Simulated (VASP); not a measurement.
# Ga (Im-3m) in VASP: single point with r2SCAN

Aim: the single point of Ga with r2SCAN.

All numbers are computed with VASP 6.6.1; they aren't measurements. Logs are shortened: lines on timing, memory, paths and dates and some standing lists are left out, and cuts for length are marked.

### 1 The cell of the first run

Symmetry: Im-3m, No. 229, cubic system. Conventional cell: a = 3.306 Å, b = 3.306 Å, c = 3.306 Å, α = 90.00°, β = 90.00°, γ = 90.00°. Within 3.8 Å of Ga (site symmetry m-3m) lie 14 Ga at 2.86 to 3.31 Å.

### 2 Single point, r2SCAN

POSCAR

```
Ga
1.0
   -1.6532302861      1.6532302861      1.6532302861
    1.6532302861     -1.6532302861      1.6532302861
    1.6532302861      1.6532302861     -1.6532302861
Ga
1
Direct
    0.0000000000      0.0000000000      0.0000000000
```

INCAR.step1

```
PREC = Accurate
ENCUT = 520
ISMEAR = 0
SIGMA = 0.05
LREAL = False
LASPH = True
NELM = 100
NBANDS = 12
GGA = PE
ALGO = Normal
EDIFF = 1E-4
LWAVE = True
LCHARG = False
```

INCAR.step2

```
PREC = Accurate
ENCUT = 520
EDIFF = 1E-6
ISMEAR = 0
SIGMA = 0.05
LREAL = False
LASPH = True
NELM = 100
ALGO = Normal
ISIF = 2
LWAVE = False
LCHARG = False
METAGGA = R2SCAN
LMIXTAU = True
NBANDS = 12
ISTART = 1
```

KPOINTS

```
regular mesh
0
Gamma
  18 18 18
```

Potentials or basis: VASP PAW PBE potentials, release 64 (Ga_d).

On the command line:

```bash
> cat potpaw_PBE.64/Ga_d/POTCAR > POTCAR
> cp INCAR.step1 INCAR
> mpirun -np 1 vasp_std > vasp.out
> cp INCAR.step2 INCAR
> mpirun -np 1 vasp_std > vasp.out
```

OUTCAR:

```text
PREC = Accurate
   ENCUT = 520
   EDIFF = 1E-6
   ISMEAR = 0
   LREAL = False
   LASPH = True
   NELM = 100
   ISIF = 2
   METAGGA = R2SCAN
   ISTART = 1

 ion  position               nearest neighbor table
   1  0.000  0.000  0.000-

  LATTYP: Found a body centered cubic cell.
 ALAT       =     3.3064605722

  Lattice vectors:

 A1 = (  -1.6532302861,   1.6532302861,   1.6532302861)
 A2 = (   1.6532302861,  -1.6532302861,   1.6532302861)
 A3 = (   1.6532302861,   1.6532302861,  -1.6532302861)

Analysis of symmetry for initial positions (statically):
=====================================================================
 Subroutine PRICEL returns:
 Original cell was already a primitive cell.

 Routine SETGRP: Setting up the symmetry group for a
 body centered cubic supercell.

 Subroutine GETGRP returns: Found 48 space group operations
 (whereof 48 operations were pure point group operations)
 out of a pool of 48 trial point group operations.

The static configuration has the point symmetry O_h .

Analysis of symmetry for dynamics (positions and initial velocities):
=====================================================================
 Subroutine PRICEL returns:
 Original cell was already a primitive cell.

 Routine SETGRP: Setting up the symmetry group for a
 body centered cubic supercell.

 Subroutine GETGRP returns: Found 48 space group operations
 (whereof 48 operations were pure point group operations)
 out of a pool of 48 trial point group operations.

The dynamic configuration has the point symmetry O_h .

 Subroutine INISYM returns: Found 48 space group operations
 (whereof 48 operations are pure point group operations),
 and found     1 'primitive' translations

----------------------------------------------------------------------------------------

                                     Primitive cell

  volume of cell :      18.0742

  direct lattice vectors                    reciprocal lattice vectors
    -1.653230286  1.653230286  1.653230286     0.000000000  0.302438205  0.302438205
     1.653230286 -1.653230286  1.653230286     0.302438205  0.000000000  0.302438205
     1.653230286  1.653230286 -1.653230286     0.302438205  0.302438205  0.000000000

  length of vectors
     2.863478852  2.863478852  2.863478852     0.427712211  0.427712211  0.427712211

  position of ions in fractional coordinates (direct lattice)
     0.000000000  0.000000000  0.000000000

  ion indices of the primitive-cell ions
   primitive index   ion index
                 1           1

----------------------------------------------------------------------------------------

 KPOINTS: regular mesh

Automatic generation of k-mesh.
 Grid dimensions read from file:
 generate k-points for:   18   18   18

 Generating k-lattice:

  Cartesian coordinates                     Fractional coordinates (reciprocal lattice)
     0.000000000  0.016802122  0.016802122     0.055555556  0.000000000  0.000000000
     0.016802122  0.000000000  0.016802122     0.000000000  0.055555556  0.000000000
     0.016802122  0.016802122  0.000000000     0.000000000  0.000000000  0.055555556

  Length of vectors
     0.023761790  0.023761790  0.023761790

  Shift w.r.t. Gamma in fractional coordinates (k-lattice)
     0.000000000  0.000000000  0.000000000

 Subroutine IBZKPT returns following result:
 ===========================================

 Found    195 irreducible k-points:

 Following reciprocal coordinates:
            Coordinates               Weight
  0.000000  0.000000  0.000000      1.000000
  0.055556  0.000000  0.000000     12.000000
  0.111111  0.000000  0.000000     12.000000
  0.166667  0.000000  0.000000     12.000000
  0.222222  0.000000  0.000000     12.000000
  0.277778  0.000000  0.000000     12.000000
[... 16 lines left out ...]
  0.333333  0.111111  0.000000     48.000000
  0.388889  0.111111 -0.000000     48.000000
 [... further k-points ...]
   k-points           NKPTS =    195   k-points in BZ     NKDIM =    195   number of bands    NBANDS=     12
   number of dos      NEDOS =    301   number of ions     NIONS =      1
   total plane-waves  NPLWV =  13824
   dimension x,y,z NGX =    24 NGY =   24 NGZ =   24
   dimension x,y,z NGXF=    48 NGYF=   48 NGZF=   48
   ions per type =               1
   NGX,Y,Z   is equivalent  to a cutoff of  13.93, 13.93, 13.93 a.u.
   NGXF,Y,Z  is equivalent  to a cutoff of  27.87, 27.87, 27.87 a.u.
 SYSTEM =  unknown system
   PREC   = accura    normal or accurate (medium, high low for compatibility)
   ISTART =      1    job   : 0-new  1-cont  2-samecut
   ICHARG =      0    charge: 1-file 2-atom 10-const
   ISPIN  =      1    spin polarized calculation?
   LNONCOLLINEAR =      F non collinear calculations
   LSORBIT =      F    spin-orbit coupling
   LASPH  =      T    aspherical Exc in radial PAW
   ENCUT  =  520.0 eV  38.22 Ry    6.18 a.u.   5.32  5.32  5.32*2*pi/ulx,y,z
   NELM   =    100;   NELMIN=  2; NELMDL=  0     # of ELM steps
   EDIFF  = 0.1E-05   stopping-criterion for ELM
   LREAL  =      F    real-space projection
   EDIFFG = 0.1E-04   stopping-criterion for IOM
   NSW    =      0    number of steps for IOM
   IBRION =     -1    ionic relax: 0-MD 1-quasi-New 2-CG
   NFREE  =      0    steps in history (QN), initial steepest desc. (CG)
   ISIF   =      2    stress and relaxation
   ISYM   =      2    0-nonsym 1-usesym 2-fastsym
   POTIM  = 0.5000    time-step for ionic-motion
   TEBEG  =    0.0;   TEEND  =   0.0 temperature during run
   PSTRESS=    0.0 pullay stress
   NELECT =      13.0000    total number of electrons
   NUPDOWN=      -1.0000    fix difference up-down
   EMIN   =  10.00;   EMAX   =-10.00  energy-range for DOS
   EFERMI =   0.00;   METHOD = LEGACY
   ISMEAR =     0;   SIGMA  =   0.05  broadening in eV -4-tet -1-fermi 0-gaus
   EFERMI_NEDOS =   21; number of points for ismear=-14 and -15
   IALGO  =     38    algorithm
   IMIX   =      4    mixing-type and parameters
     AMIX     =   0.40;   BMIX     =  1.00
     AMIX_MAG =   1.60;   BMIX_MAG =  1.00
  volume/ion in A,a.u.               =      18.07       121.97
  Fermi-wavevector in a.u.,A,eV,Ry     =   1.466794  2.771840 29.272745  2.151486
  Thomas-Fermi vector in A             =   2.582489
   LORBIT       =      0    0 simple, 1 ext, 2 COOP (PROOUT), +10 PAW based schemes
   METAGGA = R2SCAN    functional components
   LHFCALC =     F    Hartree Fock is set to
   AEXX    =    0.0000 exact exchange contribution
   IVDW    =     0    specifies the selected vdW correction
   LEPSILON=     F    determine dielectric tensor
   LRPA    =     F    only Hartree local field effects (RPA)
 non-spin polarized calculation
 Gauss-broadening in eV      SIGMA  =   0.05
  energy-cutoff  :      520.00
  volume of cell :       18.07
 maximum number of plane-waves:       498
 NGX is ok and might be reduce to    24
   NGX = 11   NGY = 11   NGZ = 11

 number of electron      13.0000008 magnetization

 Free energy of the ion-electron system (eV)
  ---------------------------------------------------
  ext. energy  EPLUGINS =         0.00000000
  ---------------------------------------------------
  free energy    TOTEN  =       -11.27455826 eV

  energy without entropy =      -11.27398441  energy(sigma->0) =      -11.27427133

 E-fermi :   5.8780     XC(G=0): -12.4567

 val. band max:        5.8663671839   @ k =   0.2778   0.1667   0.0556
 cond. band min:       5.8969734424   @ k =  -0.3889   0.3889   0.1667
 fundamental gap:      0.0306062584
 Fermi energy:         5.8780146771

 k-point     1 :       0.0000    0.0000    0.0000
  band No.  band energies     occupation
      1      -9.6639      2.00000
      2      -9.6638      2.00000
      3      -9.6638      2.00000
      4      -9.4465      2.00000
      5      -9.4465      2.00000
      6      -6.1425      2.00000
      7      19.7591      0.00000
      8      19.7591      0.00000
      9      19.7593      0.00000
     10      24.2443      0.00000
     11      24.2443      0.00000
     12      24.2444      0.00000

 k-point     2 :       0.0556    0.0000    0.0000
  band No.  band energies     occupation
      1      -9.6669      2.00000
      2      -9.6618      2.00000
      3      -9.6537      2.00000
      4      -9.4496      2.00000
      5      -9.4466      2.00000
      6      -6.0510      2.00000
      7      18.8405      0.00000
      8      19.2509      0.00000
      9      19.5961      0.00000
     10      23.0551      0.00000
     11      23.1208      0.00000
     12      24.3647      0.00000

 k-point     3 :       0.1111    0.0000    0.0000
  band No.  band energies     occupation
      1      -9.6756      2.00000
      2      -9.6574      2.00000
      3      -9.6243      2.00000
      4      -9.4579      2.00000
      5      -9.4466      2.00000
      6      -5.7749      2.00000
      7      16.7294      0.00000
      8      18.2056      0.00000
      9      19.1282      0.00000
     10      21.9218      0.00000
     11      21.9318      0.00000
     12      24.0286      0.00000

 k-point     4 :       0.1667    0.0000    0.0000
  band No.  band energies     occupation
      1      -9.6890      2.00000
      2      -9.6553      2.00000
      3      -9.5789      2.00000
      4      -9.4684      2.00000
      5      -9.4466      2.00000
      6      -5.3117      2.00000
      7      14.2751      0.00000
      8      17.0903      0.00000
      9      18.4583      0.00000
     10      20.8842      0.00000
     11      21.0607      0.00000
     12      24.1294      0.00000

 k-point     5 :       0.2222    0.0000    0.0000
  band No.  band energies     occupation
      1      -9.7055      2.00000
      2      -9.6612      2.00000
      3      -9.5224      2.00000
      4      -9.4759      2.00000
      5      -9.4464      2.00000
      6      -4.6591      2.00000
      7      11.8102      0.00000
      8      16.0627      0.00000
      9      17.7339      0.00000
     10      20.0118      0.00000
     11      20.3434      0.00000
     12      24.5884      0.00000
[... 228 lines left out ...]
      1      -9.7147      2.00000
      2      -9.6678      2.00000
      3      -9.4842      2.00000
      4      -9.4696      2.00000
      5      -9.4421      2.00000
      6      -3.5346      2.00000
      7       9.6443      0.00000
      8      12.8635      0.00000
      9      15.8548      0.00000
     10      20.4360      0.00000
     11      22.2966      0.00000
     12      24.3047      0.00000

 k-point    22 :       0.2778    0.1111    0.0000
  band No.  band energies     occupation
      1      -9.7297      2.00000
      2      -9.6828      2.00000
      3      -9.4788      2.00000
      4      -9.4552      2.00000
      5      -9.4100      2.00000
      6      -2.5037      2.00000
      7       7.4417      0.00000
      8      12.1808      0.00000
      9      15.2662      0.00000
     10      19.9439      0.00000
     11      22.2768      0.00000
     12      24.7575      0.00000

 k-point    23 :       0.3333    0.1111    0.0000
  band No.  band energies     occupation
      1      -9.7421      2.00000
      2      -9.6999      2.00000
      3      -9.4711      2.00000
      4      -9.4542      2.00000
      5      -9.3719      2.00000
      6      -1.2888      2.00000
      7       5.3747      2.00000
      8      11.6937      0.00000
      9      14.8350      0.00000
     10      19.5857      0.00000
     11      22.1059      0.00000
     12      25.6503      0.00000

 k-point    24 :       0.3889    0.1111   -0.0000
  band No.  band energies     occupation
      1      -9.7503      2.00000
      2      -9.7127      2.00000
      3      -9.4640      2.00000
      4      -9.4553      2.00000
      5      -9.3456      2.00000
      6       0.1016      2.00000
      7       3.4688      2.00000
      8      11.4003      0.00000
      9      14.5724      0.00000
     10      19.3693      0.00000
     11      21.9598      0.00000
     12      26.7978      0.00000

 [... further k-points ...]
[... 5 lines left out ...]
  --------------------------------------------------------------------------------------
  -------------------------------------------------------------------------------------
  Total        0.0314073      0.0314073      0.0314073      0.0000000      0.0000000      0.0000000
  in kB        2.7840730      2.7840730      2.7840730      0.0000000      0.0000000      0.0000000
  external PRESSURE =       2.7840730 kB  Pullay stress =       0.0000000 kB

 VOLUME and BASIS-vectors are now :
 -----------------------------------------------------------------------------
  energy-cutoff  :      520.00
  volume of cell :       18.07
      direct lattice vectors                 reciprocal lattice vectors
    -1.653230286  1.653230286  1.653230286     0.000000000  0.302438205  0.302438205
     1.653230286 -1.653230286  1.653230286     0.302438205  0.000000000  0.302438205
     1.653230286  1.653230286 -1.653230286     0.302438205  0.302438205  0.000000000

 POSITION                                       TOTAL-FORCE (eV/Angst)
 -----------------------------------------------------------------------------------
      0.00000      0.00000      0.00000         0.000000      0.000000      0.000000
 -----------------------------------------------------------------------------------
    total drift:                               -0.000000      0.000000      0.000000

  FREE ENERGIE OF THE ION-ELECTRON SYSTEM (eV)
  ---------------------------------------------------
  free  energy   TOTEN  =       -11.2745582578 eV

  energy  without entropy=      -11.2739844074  energy(sigma->0) =      -11.27427133
```

Run time: 80 s. Hardware: 1 thread of Intel Xeon 6975P-C, shared host; peak memory 0.18 GiB.

What came out:

| Item | Value |
| --- | --- |
| Free energy | -11.2746 eV |
| Pressure | 0.3 GPa |

Levels at points of the mesh, in eV from the Fermi level:
```
           k point  band 2  band 3  band 4  band 5  band 6  band 7  band 8  band 9  band 10  band 11
(0.00, 0.00, 0.00)  -15.54  -15.54  -15.32  -15.32  -12.02   13.88   13.88   13.88    18.37    18.37
(0.50, 0.00, 0.00)  -15.62  -15.34  -15.32  -15.19   -4.67   -4.24    7.65    9.87    12.18    12.87
(0.50, 0.50, 0.50)  -15.67  -15.22  -15.22  -15.22    1.65    1.65    1.65    2.19     6.08     6.08
```

Caveat: the PAW data sets were made with another functional, which shifts forces and pressure a little.
